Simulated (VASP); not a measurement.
# Cs (I4/mmm) in VASP: a series of runs

Cs is run at these levels: LDA; tasks: single point.

Program: VASP 6.6.1. These are calculated values, not measurements. Logs are shortened: lines on timing, memory, paths and dates and some standing lists are left out, and cuts for length are marked.

**1. The cell of the first run**

Symmetry: I4/mmm, No. 139, tetragonal system. Conventional cell: a = 6.382 Å, b = 6.382 Å, c = 5.424 Å, α = 90.00°, β = 90.00°, γ = 90.00°.

**2. Single point, LDA**

Contents of INCAR:

```
  PREC = Accurate
  ENCUT = 520
  EDIFF = 1E-7
  ISMEAR = 0
  SIGMA = 0.15
  LREAL = F
  LASPH = T
  NELM = 100
  ALGO = Normal
  ISIF = 2
  LWAVE = F
  LCHARG = F
  GGA = CA
  NBANDS = 10
```

Contents of KPOINTS:

```
Automatic mesh
0
Gamma
  12 12 12
```

Contents of POSCAR:

```
Cs
1.0
   -3.1907540878      3.1907540878      2.7121409746
    3.1907540878     -3.1907540878      2.7121409746
    3.1907540878      3.1907540878     -2.7121409746
Cs
1
Direct
    0.0000000000      0.0000000000      0.0000000000
```

Potentials or basis: VASP PAW LDA potentials, release 64 (Cs_sv).

Started as:

```bash
$ cat potpaw_LDA.64/Cs_sv/POTCAR > POTCAR
$ mpirun -np 1 vasp_std > vasp.out
```

OUTCAR:

```text
PREC = Accurate
   ENCUT = 520
   EDIFF = 1E-7
   ISMEAR = 0
   LREAL = F
   LASPH = T
   NELM = 100
   ISIF = 2
   GGA = CA

 ion  position               nearest neighbor table
   1  0.000  0.000  0.000-

  LATTYP: Found a body centered tetragonal cell.
 ALAT       =     6.3815081756
 C/A-ratio  =     0.8500000000

  Lattice vectors:

 A1 = (  -3.1907540878,   3.1907540878,   2.7121409746)
 A2 = (   3.1907540878,  -3.1907540878,   2.7121409746)
 A3 = (   3.1907540878,   3.1907540878,  -2.7121409746)

Analysis of symmetry for initial positions (statically):
=====================================================================
 Subroutine PRICEL returns:
 Original cell was already a primitive cell.

 Routine SETGRP: Setting up the symmetry group for a
 body centered tetragonal supercell.

 Subroutine GETGRP returns: Found 16 space group operations
 (whereof 16 operations were pure point group operations)
 out of a pool of 16 trial point group operations.

The static configuration has the point symmetry D_4h.

Analysis of symmetry for dynamics (positions and initial velocities):
=====================================================================
 Subroutine PRICEL returns:
 Original cell was already a primitive cell.

 Routine SETGRP: Setting up the symmetry group for a
 body centered tetragonal supercell.

 Subroutine GETGRP returns: Found 16 space group operations
 (whereof 16 operations were pure point group operations)
 out of a pool of 16 trial point group operations.

The dynamic configuration has the point symmetry D_4h.

 Subroutine INISYM returns: Found 16 space group operations
 (whereof 16 operations are pure point group operations),
 and found     1 'primitive' translations

----------------------------------------------------------------------------------------

                                     Primitive cell

  volume of cell :     110.4483

  direct lattice vectors                    reciprocal lattice vectors
    -3.190754088  3.190754088  2.712140975     0.000000000  0.156702769  0.184356199
     3.190754088 -3.190754088  2.712140975     0.156702769  0.000000000  0.184356199
     3.190754088  3.190754088 -2.712140975     0.156702769  0.156702769  0.000000000

  length of vectors
     5.264744245  5.264744245  5.264744245     0.241956537  0.241956537  0.221611181

  position of ions in fractional coordinates (direct lattice)
     0.000000000  0.000000000  0.000000000

  ion indices of the primitive-cell ions
   primitive index   ion index
                 1           1
[... 72 lines left out ...]
   EDIFF  = 0.1E-06   stopping-criterion for ELM
   LREAL  =      F    real-space projection
   EDIFFG = 0.1E-05   stopping-criterion for IOM
   NSW    =      0    number of steps for IOM
   IBRION =     -1    ionic relax: 0-MD 1-quasi-New 2-CG
   NFREE  =      0    steps in history (QN), initial steepest desc. (CG)
   ISIF   =      2    stress and relaxation
   ISYM   =      2    0-nonsym 1-usesym 2-fastsym
   POTIM  = 0.5000    time-step for ionic-motion
   TEBEG  =    0.0;   TEEND  =   0.0 temperature during run
   PSTRESS=    0.0 pullay stress
   NELECT =       9.0000    total number of electrons
   NUPDOWN=      -1.0000    fix difference up-down
   EMIN   =  10.00;   EMAX   =-10.00  energy-range for DOS
   EFERMI =   0.00;   METHOD = LEGACY
   ISMEAR =     0;   SIGMA  =   0.15  broadening in eV -4-tet -1-fermi 0-gaus
   EFERMI_NEDOS =   21; number of points for ismear=-14 and -15
   IALGO  =     38    algorithm
   IMIX   =      4    mixing-type and parameters
     AMIX     =   0.40;   BMIX     =  1.00
     AMIX_MAG =   1.60;   BMIX_MAG =  1.00
  volume/ion in A,a.u.               =     110.45       745.34
  Fermi-wavevector in a.u.,A,eV,Ry     =   0.709746  1.341225  6.853782  0.503739
  Thomas-Fermi vector in A             =   1.796409
   LORBIT       =      0    0 simple, 1 ext, 2 COOP (PROOUT), +10 PAW based schemes
   GGA     = CA    functional components
   LHFCALC =     F    Hartree Fock is set to
   AEXX    =    0.0000 exact exchange contribution
   IVDW    =     0    specifies the selected vdW correction
   LEPSILON=     F    determine dielectric tensor
   LRPA    =     F    only Hartree local field effects (RPA)
 non-spin polarized calculation
 Gauss-broadening in eV      SIGMA  =   0.15
  energy-cutoff  :      520.00
  volume of cell :      110.45
 maximum number of plane-waves:      2994
   NGX = 19   NGY = 19   NGZ = 19

 number of electron       9.0000001 magnetization

 Free energy of the ion-electron system (eV)
  ---------------------------------------------------
  ext. energy  EPLUGINS =         0.00000000
  ---------------------------------------------------
  free energy    TOTEN  =        -0.98244077 eV

  energy without entropy =       -0.96730246  energy(sigma->0) =       -0.97487162

 E-fermi :   0.3861     XC(G=0):  -5.6461

 val. band max:        0.3748942385   @ k =  -0.1667  -0.3333   0.0833
 cond. band min:       0.4000697194   @ k =   0.2500   0.1667   0.0833
 fundamental gap:      0.0251754808
 Fermi energy:         0.3861224009

 k-point     1 :       0.0000    0.0000    0.0000
  band No.  band energies     occupation
      1     -23.4155      2.00000
      2     -10.1467      2.00000
      3     -10.1467      2.00000
      4     -10.1363      2.00000
      5      -1.3381      2.00000
      6       2.4027      0.00000
      7       3.1599      0.00000
      8       3.1599      0.00000
      9       3.2097      0.00000
     10       4.2204      0.00000
[... 287 lines left out ...]
 k-point    24 :      -0.4167    0.1667    0.0000
  band No.  band energies     occupation
      1     -23.4083      2.00000
      2     -10.2621      2.00000
      3     -10.1955      2.00000
      4     -10.1582      2.00000
      5      -0.0379      1.99994
      6       1.7369      0.00000
      7       2.0212      0.00000
      8       3.5537      0.00000
      9       3.7404      0.00000
     10       4.3123      0.00000

 [... further k-points ...]
[... 5 lines left out ...]
  --------------------------------------------------------------------------------------
  -------------------------------------------------------------------------------------
  Total       -0.2126301     -0.2126301     -0.1254285      0.0000000      0.0000000      0.0000000
  in kB       -3.0844403     -3.0844403     -1.8194824      0.0000000      0.0000000      0.0000000
  external PRESSURE =      -2.6627877 kB  Pullay stress =       0.0000000 kB

 VOLUME and BASIS-vectors are now :
 -----------------------------------------------------------------------------
  energy-cutoff  :      520.00
  volume of cell :      110.45
      direct lattice vectors                 reciprocal lattice vectors
    -3.190754088  3.190754088  2.712140975     0.000000000  0.156702769  0.184356199
     3.190754088 -3.190754088  2.712140975     0.156702769  0.000000000  0.184356199
     3.190754088  3.190754088 -2.712140975     0.156702769  0.156702769  0.000000000

 POSITION                                       TOTAL-FORCE (eV/Angst)
 -----------------------------------------------------------------------------------
      0.00000      0.00000      0.00000         0.000000      0.000000      0.000000
 -----------------------------------------------------------------------------------
    total drift:                               -0.000000     -0.000000     -0.000000

  FREE ENERGIE OF THE ION-ELECTRON SYSTEM (eV)
  ---------------------------------------------------
  free  energy   TOTEN  =        -0.9824407749 eV

  energy  without entropy=       -0.9673024594  energy(sigma->0) =       -0.97487162
```

stdout:

```text
POSCAR found type information on POSCAR Cs
 POSCAR found :  1 types and       1 ions
 scaLAPACK will be used
 LDA part: xc-table for (Slater(with rela. corr.)+CA(PZ))
 , standard interpolation
 POSCAR, INCAR and KPOINTS ok, starting setup
 FFT: planning ... GRIDC
 FFT: planning ... GRID_SOFT
 FFT: planning ... GRID
 WAVECAR not read
 entering main loop
```

Run time: 60 s. Hardware: 1 thread of Intel Xeon 6975P-C (Granite Rapids), shared host; peak memory 0.3 GiB.

Results:

```yaml
Free_energy: -0.9824 eV
Pressure: -0.3 GPa
```

Caveat: spin-orbit coupling is left out, which moves the levels of the heavy elements.

**3. Single point, LDA**

Contents of INCAR:

```
ALGO = Normal
EDIFF = 1E-6
ENCUT = 520
ISIF = 2
ISMEAR = 0
LASPH = T
LCHARG = F
LREAL = F
LWAVE = F
NBANDS = 10
NELM = 100
PREC = Accurate
SIGMA = 0.15
```

Contents of KPOINTS:

```
k-points
0
Gamma
  12 12 12
```

Contents of POSCAR:

```
Cs
1.0
   -3.3928123341      3.3928123341      2.3987183202
    3.3928123341     -3.3928123341      2.3987183202
    3.3928123341      3.3928123341     -2.3987183202
Cs
1
Direct
    0.0000000000      0.0000000000      0.0000000000
```

Potentials or basis: VASP PAW LDA potentials, release 64 (Cs_sv).

Started as:

```bash
$ cat potpaw_LDA.64/Cs_sv/POTCAR > POTCAR
$ mpirun -np 1 vasp_std > vasp.out
```

OUTCAR:

```text
EDIFF = 1E-6
   ENCUT = 520
   ISIF = 2
   ISMEAR = 0
   LASPH = T
   LREAL = F
   NELM = 100
   PREC = Accurate

 ion  position               nearest neighbor table
   1  0.000  0.000  0.000-

  LATTYP: Found a body centered tetragonal cell.
 ALAT       =     6.7856246682
 C/A-ratio  =     0.7070000000

  Lattice vectors:

 A1 = (  -3.3928123341,   3.3928123341,   2.3987183202)
 A2 = (   3.3928123341,  -3.3928123341,   2.3987183202)
 A3 = (   3.3928123341,   3.3928123341,  -2.3987183202)

Analysis of symmetry for initial positions (statically):
=====================================================================
 Subroutine PRICEL returns:
 Original cell was already a primitive cell.

 Routine SETGRP: Setting up the symmetry group for a
 body centered tetragonal supercell.

 Subroutine GETGRP returns: Found 16 space group operations
 (whereof 16 operations were pure point group operations)
 out of a pool of 16 trial point group operations.

The static configuration has the point symmetry D_4h.

Analysis of symmetry for dynamics (positions and initial velocities):
=====================================================================
 Subroutine PRICEL returns:
 Original cell was already a primitive cell.

 Routine SETGRP: Setting up the symmetry group for a
 body centered tetragonal supercell.

 Subroutine GETGRP returns: Found 16 space group operations
 (whereof 16 operations were pure point group operations)
 out of a pool of 16 trial point group operations.

The dynamic configuration has the point symmetry D_4h.

 Subroutine INISYM returns: Found 16 space group operations
 (whereof 16 operations are pure point group operations),
 and found     1 'primitive' translations

----------------------------------------------------------------------------------------

                                     Primitive cell

  volume of cell :     110.4483

[... 103 lines left out ...]
   IALGO  =     38    algorithm
   IMIX   =      4    mixing-type and parameters
     AMIX     =   0.40;   BMIX     =  1.00
     AMIX_MAG =   1.60;   BMIX_MAG =  1.00
  volume/ion in A,a.u.               =     110.45       745.34
  Fermi-wavevector in a.u.,A,eV,Ry     =   0.709746  1.341225  6.853782  0.503739
  Thomas-Fermi vector in A             =   1.796409
   LORBIT       =      0    0 simple, 1 ext, 2 COOP (PROOUT), +10 PAW based schemes
   GGA     = CA    functional components
   LHFCALC =     F    Hartree Fock is set to
   AEXX    =    0.0000 exact exchange contribution
   IVDW    =     0    specifies the selected vdW correction
   LEPSILON=     F    determine dielectric tensor
   LRPA    =     F    only Hartree local field effects (RPA)
 non-spin polarized calculation
 Gauss-broadening in eV      SIGMA  =   0.15
  energy-cutoff  :      520.00
  volume of cell :      110.45
 maximum number of plane-waves:      3016
   NGX = 19   NGY = 19   NGZ = 19

 number of electron       9.0000000 magnetization

 Free energy of the ion-electron system (eV)
  ---------------------------------------------------
  ext. energy  EPLUGINS =         0.00000000
  ---------------------------------------------------
  free energy    TOTEN  =        -0.95601939 eV

  energy without entropy =       -0.94357294  energy(sigma->0) =       -0.94979617

 E-fermi :   0.4101     XC(G=0):  -5.6360

 val. band max:        0.4086243977   @ k =  -0.1667   0.4167   0.1667
 cond. band min:       0.4224100766   @ k =   0.4167   0.0000   0.0000
 fundamental gap:      0.0137856789
 Fermi energy:         0.4101240382

 k-point     1 :       0.0000    0.0000    0.0000
  band No.  band energies     occupation
      1     -23.4437      2.00000
      2     -10.1828      2.00000
      3     -10.1828      2.00000
      4     -10.1150      2.00000
      5      -1.3294      2.00000
      6       1.9888      0.00000
      7       2.5684      0.00000
      8       3.7707      0.00000
      9       3.7707      0.00000
     10       4.4875      0.00000
[... 287 lines left out ...]
 k-point    24 :      -0.4167    0.1667    0.0000
  band No.  band energies     occupation
      1     -23.4333      2.00000
      2     -10.2842      2.00000
      3     -10.2295      2.00000
      4     -10.1900      2.00000
      5      -0.0133      1.99993
      6       1.6816      0.00000
      7       2.1786      0.00000
      8       3.4270      0.00000
      9       3.5287      0.00000
     10       4.3529      0.00000

 [... further k-points ...]
[... 5 lines left out ...]
  --------------------------------------------------------------------------------------
  -------------------------------------------------------------------------------------
  Total       -0.2566311     -0.2566311      0.1385570      0.0000000     -0.0000000     -0.0000000
  in kB       -3.7227256     -3.7227256      2.0099262      0.0000000     -0.0000000     -0.0000000
  external PRESSURE =      -1.8118417 kB  Pullay stress =       0.0000000 kB

 VOLUME and BASIS-vectors are now :
 -----------------------------------------------------------------------------
  energy-cutoff  :      520.00
  volume of cell :      110.45
      direct lattice vectors                 reciprocal lattice vectors
    -3.392812334  3.392812334  2.398718320     0.000000000  0.147370367  0.208444650
     3.392812334 -3.392812334  2.398718320     0.147370367  0.000000000  0.208444650
     3.392812334  3.392812334 -2.398718320     0.147370367  0.147370367  0.000000000

 POSITION                                       TOTAL-FORCE (eV/Angst)
 -----------------------------------------------------------------------------------
      0.00000      0.00000      0.00000        -0.000000     -0.000000      0.000000
 -----------------------------------------------------------------------------------
    total drift:                               -0.000000     -0.000000     -0.000000

  FREE ENERGIE OF THE ION-ELECTRON SYSTEM (eV)
  ---------------------------------------------------
  free  energy   TOTEN  =        -0.9560193894 eV

  energy  without entropy=       -0.9435729448  energy(sigma->0) =       -0.94979617
```

OSZICAR:

```text
N       E                     dE             d eps       ncg     rms          rms(c)
DAV:   1     0.506915992984E+02    0.50692E+02   -0.29534E+03  3260   0.632E+02
DAV:   2     0.427076279298E+01   -0.46421E+02   -0.45233E+02  4024   0.109E+02
DAV:   3    -0.880009849678E+00   -0.51508E+01   -0.51436E+01  3740   0.410E+01
DAV:   4    -0.956774056446E+00   -0.76764E-01   -0.76748E-01  4182   0.605E+00
DAV:   5    -0.957198695632E+00   -0.42464E-03   -0.42462E-03  4430   0.408E-01    0.136E-01
DAV:   6    -0.956225896370E+00    0.97280E-03   -0.16234E-03  4274   0.182E-01    0.851E-02
DAV:   7    -0.955983264762E+00    0.24263E-03   -0.25057E-03  4332   0.224E-01    0.364E-02
DAV:   8    -0.956017909719E+00   -0.34645E-04   -0.67586E-05  3900   0.527E-02    0.439E-03
DAV:   9    -0.956019198796E+00   -0.12891E-05   -0.23517E-06  4400   0.719E-03    0.231E-03
DAV:  10    -0.956019389416E+00   -0.19062E-06   -0.59431E-07  2614   0.356E-03
   1 F= -.95601939E+00 E0= -.94979617E+00  d E =-.124464E-01
```

stdout:

```text
POSCAR found type information on POSCAR Cs
 POSCAR found :  1 types and       1 ions
 scaLAPACK will be used
 LDA part: xc-table for (Slater(with rela. corr.)+CA(PZ))
 , standard interpolation
 POSCAR, INCAR and KPOINTS ok, starting setup
 FFT: planning ... GRIDC
 FFT: planning ... GRID_SOFT
 FFT: planning ... GRID
 WAVECAR not read
 entering main loop
```

Run time: 64 s. Hardware: 1 thread of Intel Xeon 6975P-C (Granite Rapids), shared host; peak memory 0.3 GiB.

What came out:

```
Free energy : -0.9560 eV
Pressure    : -0.2 GPa
```

Caveat: spin-orbit coupling is left out, which moves the levels of the heavy elements.
